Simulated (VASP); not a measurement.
# Ge: single point with r2SCAN

**What was measured.**

“Electronic and optical properties of SixGe1-x-ySny alloys lattice-matched to Ge”, 2021, arxiv:2109.02782 reports, for a bulk crystal of Ge at 293 K: band gap 0.666 eV (indirect).

The system is Ge.

```
Ge
1.0
     0.00000    2.82891    2.82891
     2.82891    0.00000    2.82891
     2.82891    2.82891    0.00000
Ge
2
Direct
  0.75000 0.75000 0.75000
  0.50000 0.50000 0.50000
```

```json
{
  "Program": "VASP 6.6.1",
  "Task": "single point",
  "Functional": "r2SCAN",
  "Potentials or basis": "VASP PAW PBE potentials, release 64 (Ge_d)",
  "Cutoff": "520 eV",
  "k mesh": "8 × 8 × 8",
  "Occupations": "methfessel-paxton, width 0.01 eV",
  "Spin": "no spin polarisation"
}
```

| Quantity | Value |
| --- | --- |
| Pressure | 0.6 GPa |
| Band gap on the k mesh | 0.40 eV, direct |

Levels at points of the mesh, in eV from the valence-band top:
| k point | band 10 | band 11 | band 12 | band 13 | band 14 | band 15 | band 16 | band 17 | band 18 | band 19 |
| --- | --- | --- | --- | --- | --- | --- | --- | --- | --- | --- |
| (0.00, 0.00, 0.00) | -25.22 | -13.30 | 0.00 | 0.00 | 0.00 | 0.40 | 2.71 | 2.71 | 2.71 | 7.06 |
| (0.50, 0.00, 0.00) | -25.19 | -11.11 | -7.87 | -1.48 | -1.48 | 0.44 | 4.00 | 4.00 | 7.66 | 11.21 |
| (0.50, 0.50, 0.00) | -25.18 | -9.22 | -9.22 | -3.23 | -3.23 | 0.97 | 0.97 | 10.11 | 10.11 | 12.35 |

It took 100 s on 1 thread of Intel(R) Xeon(R) Platinum 8259CL CPU @ 2.50GHz (Skylake/Cascade Lake), on a shared host, peak memory 0.18 GiB.

A measured gap of Ge is 0.666 eV (indirect; 293 K; “Electronic and optical properties of SixGe1-x-ySny alloys lattice-matched to Ge”, 2021, arxiv:2109.02782); the calculated 0.40 eV misses it by -0.26 eV. 3 values of this kind are on record (0.666 to 0.807 eV); this one was drawn at random among those near their median. Spin-orbit coupling on Ge is left out. The value is that of r2SCAN on a finite k mesh, which can miss the band edges, without temperature or zero-point motion.

Caveat: the PAW data sets were made with another functional, which shifts forces and pressure a little.
